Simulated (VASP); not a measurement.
Set up this calculation in VASP 6.6.1, as the native input.

| Property | Result |
| --- | --- |
| Task | relaxation of cell and atoms |
| Functional | PBE |
| Potentials or basis | VASP PAW PBE potentials, release 64 (Fe, Co) |
| Cutoff | 600 eV |
| k mesh | 4 × 4 × 4 |
| Occupations | gaussian, width 0.1 eV |
| Spin | collinear spin, ferromagnetic start |
| Starting moments | [2.55, 2.9, 2.9, 2.9, 2.9, 1.98, 1.98, 1.98] μB |
| Dipole correction | no |
| Further INCAR settings | ALGO = Fast; EDIFF = 1e-06; IBRION = 2; EDIFFG = -0.04; NSW = 90; ISIF = 3 |

The structure of Fe5Co3 lies in POSCAR:

```
Fe5Co3
1.0
   -2.7709080000      2.7709080000      2.7709080000
    2.7709080000     -2.7709080000      2.7709080000
    2.7709080000      2.7709080000     -2.7709080000
Fe Co
5 3
Direct
    0.0000000000      0.0000000000      0.0000000000
    0.0000000000      0.0000000000      0.5000000000
    0.0000000000      0.5000000000      0.0000000000
    0.5000000000      0.0000000000      0.0000000000
    0.5000000000      0.5000000000      0.5000000000
    0.0000000000      0.5000000000      0.5000000000
    0.5000000000      0.5000000000      0.0000000000
    0.5000000000      0.0000000000      0.5000000000
```

These files were run (other wordings do the same):

INCAR

```
SYSTEM = Fe5Co3
  PREC = Accurate
  ENCUT = 600
  EDIFF = 1E-6
  ISMEAR = 0
  SIGMA = 0.1
  LREAL = .FALSE.
  LASPH = .TRUE.
  NELM = 150
  ALGO = Fast
  ISIF = 3
  LWAVE = .FALSE.
  LCHARG = .FALSE.
  ISPIN = 2
  MAGMOM = 2.55 2.9 2.9 2.9 2.9 1.98 1.98 1.98
  LORBIT = 11
  LMAXMIX = 4
  GGA = PE
  IBRION = 2
  NSW = 90
  EDIFFG = -0.04
```

KPOINTS

```
Automatic mesh
0
G
  4 4 4
  0 0 0
```

Potentials or basis: VASP PAW PBE potentials, release 64 (Fe, Co).

The run is started by

```console
$ cat potpaw_PBE.64/Fe/POTCAR potpaw_PBE.64/Co/POTCAR > POTCAR
$ mpirun -np 1 vasp_std > vasp.out
```

Results of the run:

| Item | Value |
| --- | --- |
| Relaxed volume | 11.61 Å³/atom |
| Relaxed cell | a = 4.941 Å, b = 4.941 Å, c = 4.941 Å, α = 109.47°, β = 109.47°, γ = 109.47° |
| Space group after relaxing (to 0.1 Å) | Im-3m (No. 229) |
| Energy gained by relaxing | 52.5 meV/atom |
| Ionic steps | 3 |
| Pressure after relaxing | -0.2 GPa |
| Band gap on the k mesh | zero (filled and empty bands overlap) |
| Net moment | 18.99 μB per cell |
| Site moments | Fe +2.56, +2.76 (each value once); Co +1.80 μB |
| Valence electrons inside the program's atomic spheres | Fe 7.24, 7.16 (each value once); Co 8.22 |

Caveat: the k points lie up to 0.39 Å⁻¹ apart in the final cell, too coarse for converged energies and pressures of a metal.

Run time: 23 min on 1 thread of Intel Xeon 8259CL (shared host), peak memory 0.32 GiB.
